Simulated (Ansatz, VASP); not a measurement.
TiC: VASP beside Ansatz

INCAR

```
SYSTEM = TiC
PREC     = Accurate       ! precision mode
ENCUT    = 520            ! plane-wave cutoff, eV
EDIFF    = 1E-7           ! SCF threshold, eV
ISMEAR   = 0              ! smearing method
SIGMA    = 0.15           ! smearing width, eV
LREAL    = .FALSE.        ! projectors in reciprocal space
LASPH    = .TRUE.         ! aspherical terms in the spheres
NELM     = 100            ! most SCF steps
ALGO     = Normal         ! electronic algorithm
ISIF     = 2              ! what is computed and relaxed
LWAVE    = .FALSE.        ! write WAVECAR
LCHARG   = .TRUE.         ! write CHGCAR
GGA      = PE             ! functional
LELF     = .TRUE.         ! ELF
LVHAR    = .TRUE.       
NBANDS   = 15             ! bands
```

The input KPOINTS:

```
Automatic mesh
0
G
  18 18 18
  0 0 0
```

File POSCAR:

```
TiC
1.0
    0.1217250000      2.1640000000      2.1640000000
    2.1640000000      0.1217250000      2.1640000000
    2.2857250000      2.2857250000      0.0000000000
Ti C
1 1
Direct
    0.0000000000      0.0000000000      0.0000000000
    0.5000000000      0.5000000000      0.5000000000
```

Input for Ansatz:

```yaml
crystal:
  lattice:
    - [0.121725, 2.164, 2.164]
    - [2.164, 0.121725, 2.164]
    - [2.285725, 2.285725, 0.0]
  atoms:
    - { symbol: Ti, position: [0.0, 0.0, 0.0] }
    - { symbol: C, position: [0.5, 0.5, 0.5] }
basis:
  ecutwfc: 420
kpoints:
  mp_grid: { grid: [18, 18, 18] }
hamiltonian:
  xc: pbe
scf:
  occupations: { method: gaussian, width: 0.15 }
output:
  forces: true
  stress: true
  eigenvalues: true
```

Change from the starting cell: strain +0.1125 x Voigt [0, 0, 0, 0, 0, 1], atoms carried along.

Alike in both runs: task single point; functional PBE; k mesh 18 × 18 × 18; occupations gaussian, width 0.15 eV; no spin polarisation.

|  | VASP | Ansatz |
| --- | --- | --- |
| version | VASP 6.6.1 | Ansatz 0.2.0 |
| potentials or method | VASP PAW PBE potentials, release 64 (Ti_sv, C), cutoff 520 eV | scalar-relativistic, plane waves, PAW |
| valence electrons in the cell | 16 | 16 |

|  | VASP | Ansatz | Ansatz less VASP |
| --- | --- | --- | --- |
| gap on the k mesh at the Fermi level (eV) | none | none | - |
| pressure (GPa) | 2.0 | 1.8 | -0.22 |
| traceless stress, the component that is largest in VASP (GPa) | -18.91 | -18.99 | -0.084 |

A gap of «none» marks a metal or a gap that the smearing closes.
